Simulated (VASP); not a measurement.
# TaN (P-6m2) in VASP: further runs, part 2 of 2

VASP 6.6.1. The steps go on from the part before.

## Step 3: Relaxation of cell and atoms, LDA

This run uses another cell than the first one, of 10.92 Å³/atom.

INCAR

```
PREC     = Accurate       # precision mode
ENCUT    = 600            # plane-wave cutoff, eV
EDIFF    = 1E-7           # SCF threshold, eV
ISMEAR   = 0              # smearing method
SIGMA    = 0.1            # smearing width, eV
LREAL    = F              # projectors in reciprocal space
LASPH    = T              # aspherical terms in the spheres
NELM     = 80             # most SCF steps
ALGO     = Normal         # electronic algorithm
ISIF     = 3              # what is computed and relaxed
LWAVE    = F              # write WAVECAR
LCHARG   = F              # write CHGCAR
GGA      = CA             # functional
IBRION   = 2              # ionic algorithm
NSW      = 70             # ionic steps
EDIFFG   = -0.005         # ionic threshold
```

KPOINTS

```
Automatic mesh
0
Gamma
  18 18 14
```

POSCAR

```
TaN
1.0
    2.9501846714      0.0000000000      0.0000000000
   -1.4750923357      2.5549348713      0.0000000000
    0.0000000000      0.0000000000      2.8977715837
Ta N
1 1
Direct
    0.3333333333      0.6666666667      0.5000000000
    0.0000000000      0.0000000000      0.0000000000
```

Potentials or basis: VASP PAW LDA potentials, release 64 (Ta_pv, N).

Run with:

```sh
> cat potpaw_LDA.64/Ta_pv/POTCAR potpaw_LDA.64/N/POTCAR > POTCAR
> mpirun -np 1 vasp_std > vasp.out
```

OUTCAR:

```text
PREC = Accurate
   ENCUT = 600
   EDIFF = 1E-7
   ISMEAR = 0
   LREAL = F
   LASPH = T
   NELM = 80
   ISIF = 3
   GGA = CA
   IBRION = 2
   NSW = 70
   EDIFFG = -0.005

 ion  position               nearest neighbor table
   1  0.333  0.667  0.500-   2 2.24   2 2.24   2 2.24   2 2.24   2 2.24   2 2.24
   2  0.000  0.000  0.000-   1 2.24   1 2.24   1 2.24   1 2.24   1 2.24   1 2.24

  LATTYP: Found a hexagonal cell.
 ALAT       =     2.9501846714
 C/A-ratio  =     0.9822339638

  Lattice vectors:

 A1 = (   2.9501846714,   0.0000000000,   0.0000000000)
 A2 = (  -1.4750923357,   2.5549348713,   0.0000000000)
 A3 = (   0.0000000000,   0.0000000000,   2.8977715837)

Analysis of symmetry for initial positions (statically):
[... 377 lines left out ...]
      2     -25.8714      2.00000
      3     -25.8714      2.00000
      4      -9.3423      2.00000
      5       3.7349      2.00000
      6       3.7349      2.00000
      7       4.0758      2.00000
      8       5.5001      2.00000
      9      10.9779      0.00000
     10      12.1129      0.00000
     11      12.1129      0.00000
     12      12.4935      0.00000
[... 331 lines left out ...]
 k-point    24 :       0.3889    0.1111    0.0000
  band No.  band energies     occupation
      1     -26.9587      2.00000
      2     -26.2126      2.00000
      3     -25.9873      2.00000
      4      -6.8713      2.00000
      5       0.2150      2.00000
      6       3.1477      2.00000
      7       4.0948      2.00000
      8       6.0707      2.00000
      9      10.7327      0.00000
     10      11.5829      0.00000
     11      13.1544      0.00000
     12      14.6176      0.00000

 [... further k-points ...]

------------------------ aborting loop because EDIFF is reached ----------------------------------------

  FORCE on cell =-STRESS in cart. coord.  units (eV):
  Direction    XX          YY          ZZ          XY          YZ          ZX
  --------------------------------------------------------------------------------------
  -------------------------------------------------------------------------------------
  Total        0.0000415      0.0000415      0.0027518      0.0000000      0.0000000      0.0000000
  in kB        0.0031683      0.0031683      0.2102597      0.0000000      0.0000000      0.0000000
  external PRESSURE =       0.0721988 kB  Pullay stress =       0.0000000 kB
[... 17 lines left out ...]
  FREE ENERGIE OF THE ION-ELECTRON SYSTEM (eV)
  ---------------------------------------------------
  free  energy   TOTEN  =       -24.7198399347 eV

  energy  without entropy=      -24.7195821955  energy(sigma->0) =      -24.71971107

 reached required accuracy - stopping structural energy minimisation
```

OSZICAR:

```text
N       E                     dE             d eps       ncg     rms          rms(c)
DAV:   1     0.927999281814E+02    0.92800E+02   -0.10050E+04  7104   0.156E+03
DAV:   2    -0.233177494655E+02   -0.11612E+03   -0.10972E+03  8140   0.354E+02
[... 70 lines left out ...]
   9 F= -.24719836E+02 E0= -.24719707E+02  d E =0.190163E-05
       N       E                     dE             d eps       ncg     rms          rms(c)
DAV:   1    -0.247198517762E+02   -0.15891E-04   -0.47507E-04  7116   0.269E-01    0.355E-02
DAV:   2    -0.247198425962E+02    0.91800E-05   -0.15381E-05  7648   0.430E-02    0.149E-02
DAV:   3    -0.247198399268E+02    0.26694E-05   -0.74414E-06  8072   0.306E-02    0.314E-03
DAV:   4    -0.247198399347E+02   -0.79642E-08   -0.13857E-07  6648   0.386E-03
  10 F= -.24719840E+02 E0= -.24719711E+02  d E =-.210850E-05
```

CONTCAR:

```text
TaN
   1.00000000000000
     2.9115148836250784    0.0000000000000000    0.0000000000000000
    -1.4557574418125392    2.5214458527274868    0.0000000000000000
     0.0000000000000000   -0.0000000000000000    2.8562976313771937
  Ta              N
     1     1
Direct
     0.3333333332999970    0.6666666667000030    0.5000000000000000
     0.0000000000000000    0.0000000000000000    0.0000000000000000

  0.00000000E+00  0.00000000E+00  0.00000000E+00
  0.00000000E+00  0.00000000E+00  0.00000000E+00
```

Run time: 4.4 min. Hardware: 1 thread of Intel Xeon 8259CL, shared host; peak memory 0.24 GiB.

What came out:

| Quantity | Value |
| --- | --- |
| Free energy | -24.7198 eV |
| Relaxed volume | 10.48 Å³/atom |
| Relaxed cell | a = 2.912 Å, b = 2.912 Å, c = 2.856 Å, α = 90.00°, β = 90.00°, γ = 120.00° |
| Space group after relaxing (to 0.1 Å) | P-6m2 (No. 187) |
| Energy gained by relaxing | 20.2 meV/atom |
| Ionic steps | 10 |
| Pressure after relaxing | 0.0 GPa |
| Band gap on the k mesh | zero (bands 8 and 9 overlap by 0.37 eV) |

Step by step:
```csv
step,energy change (eV),largest force (eV/Å),pressure (GPa),volume (Å³)
1,0.0000,0.0000,-14.28,21.84
2,0.2542,0.0000,49.62,18.91
3,-0.0404,0.0000,-0.68,21.01
4,-0.0404,0.0000,-0.12,20.98
5,-0.0404,0.0000,0.18,20.96
6,-0.0404,0.0000,-0.42,20.99
7,-0.0405,0.0000,-0.10,20.97
8,-0.0405,0.0000,-0.09,20.97
9,-0.0405,0.0000,0.12,20.96
10,-0.0405,0.0000,0.01,20.97
```

Final structure:
```cif
data_structure
_symmetry_space_group_name_H-M 'P 1'
_symmetry_Int_Tables_number 1
_cell_length_a 2.9115
_cell_length_b 2.9115
_cell_length_c 2.8563
_cell_angle_alpha 90.000
_cell_angle_beta 90.000
_cell_angle_gamma 120.000
_cell_volume 20.97
loop_
_atom_site_label
_atom_site_type_symbol
_atom_site_fract_x
_atom_site_fract_y
_atom_site_fract_z
_atom_site_occupancy
Ta1 Ta 0.33333 0.66667 0.50000 1
N1 N 0.00000 0.00000 0.00000 1
```

Levels at points of the mesh, in eV from the Fermi level:
| k point | band 4 | band 5 | band 6 | band 7 | band 8 | band 9 | band 10 | band 11 | band 12 |
| --- | --- | --- | --- | --- | --- | --- | --- | --- | --- |
| (0.00, 0.00, 0.00) | -17.70 | -4.63 | -4.63 | -4.28 | -2.86 | 2.62 | 3.75 | 3.75 | 4.13 |
| (0.50, 0.00, 0.00) | -15.25 | -8.35 | -5.28 | -3.55 | -3.14 | 3.10 | 4.24 | 5.39 | 5.52 |
| (0.00, 0.00, 0.50) | -14.81 | -9.43 | -3.79 | -3.79 | -0.08 | -0.08 | 2.56 | 3.40 | 3.40 |
| (0.50, 0.00, 0.50) | -15.65 | -7.41 | -6.19 | -5.80 | -0.18 | 4.43 | 5.58 | 6.35 | 7.34 |

Caveat: spin-orbit coupling is left out, which moves the levels of the heavy elements. Zero-point motion and thermal expansion aren't in these numbers.
